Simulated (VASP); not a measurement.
Write the native input for VASP 6.6.1 that does the following.

| Quantity | Value |
| --- | --- |
| Task | single point |
| Functional | LDA |
| Potentials or basis | VASP PAW LDA potentials, release 64 (Pb_d) |
| Cutoff | 520 eV |
| k mesh | 16 × 16 × 16 |
| Occupations | gaussian, width 0.15 eV |
| Spin | no spin polarisation |
| Dipole correction | no |
| Further INCAR settings | ALGO = Fast; EDIFF = 1e-06; NBANDS = 13 |

The structure of Pb lies in POSCAR:

```
Pb
1.0
    0.0000000000      2.6673840000      2.6673840000
    2.6673840000      0.0000000000      2.6673840000
    2.6673840000      2.6673840000      0.0000000000
Pb
1
Direct
    0.0000000000      0.0000000000      0.0000000000
```

This cell differs from its parent crystal: strain +0.080 along x and y, +0.080 along z.

One way to write it, as run:

INCAR

```
SYSTEM = Pb
  PREC = Accurate
  ENCUT = 520
  EDIFF = 1E-6
  ISMEAR = 0
  SIGMA = 0.15
  LREAL = .FALSE.
  LASPH = .TRUE.
  NELM = 80
  ALGO = Fast
  ISIF = 2
  LWAVE = .FALSE.
  LCHARG = .FALSE.
  NBANDS = 13
```

KPOINTS

```
Automatic mesh
0
G
  16 16 16
  0 0 0
```

Potentials or basis: VASP PAW LDA potentials, release 64 (Pb_d).

Command:

```console
$ cat potpaw_LDA.64/Pb_d/POTCAR > POTCAR
$ mpirun -np 1 vasp_std > vasp.out
```

It gave:

```yaml
Pressure: -7.3 GPa
Band_gap_on_the_k_mesh: zero (band 7 reaches 10.44 eV, above the bottom of band 8 at 3.51 eV)
```

Caveat: the cell differs from its parent crystal (strain +0.080 along x and y, +0.080 along z); spin-orbit coupling is left out, which moves the levels of the heavy elements.

It took 47 s on 1 thread of Intel Xeon 6975P-C (shared host), peak memory 0.19 GiB.
